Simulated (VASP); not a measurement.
# Cu: single point with PBE

The system is Cu.

```
CELL_PARAMETERS angstrom
0.00000 1.90502 1.81431
1.72359 0.00000 1.81431
1.72359 1.90502 0.00000
ATOMIC_POSITIONS crystal
Cu 0.00000 0.00000 0.00000
```

This cell differs from its parent crystal: engineering shear strain xy +0.0000, strain +e along x and -e along y -0.0500.

- Program: VASP 6.6.1
- Task: single point
- Functional: PBE
- Potentials or basis: VASP PAW PBE potentials, release 64 (Cu)
- Cutoff: 520 eV
- k mesh: 20 × 20 × 20
- Occupations: gaussian, width 0.15 eV
- Spin: no spin polarisation
- Dipole correction: no
- Further INCAR settings: ALGO = Fast; EDIFF = 1e-06; NBANDS = 12

* Pressure: 1.2 GPa

Stress tensor (GPa, compression positive):
```
 3.65  0.00  0.00
 0.00 -2.16  0.00
 0.00  0.00  2.23
```

Levels at points of the mesh, in eV from the Fermi level:
```tsv
k point	band 2	band 3	band 4	band 5	band 6	band 7	band 8	band 9
(0.00, 0.00, 0.00)	-3.24	-2.98	-2.77	-2.42	-2.02	22.66	25.00	25.13
(0.50, 0.00, 0.00)	-3.25	-2.83	-1.72	-1.56	-0.96	3.74	19.46	21.58
(0.50, 0.50, 0.00)	-4.33	-1.70	-1.66	-1.35	1.48	7.02	13.05	13.24
(0.50, 0.00, 0.50)	-4.36	-1.65	-1.58	-1.46	0.52	5.79	14.21	14.26
(0.00, 0.50, 0.50)	-4.41	-1.66	-1.58	-1.39	2.64	8.41	11.80	11.94
```

It took 2.4 min on 1 thread of Intel Xeon 6975P-C, with other jobs on the host, peak memory 0.27 GiB.

Caveat: the cell differs from its parent crystal (engineering shear strain xy +0.0000, strain +e along x and -e along y -0.0500).
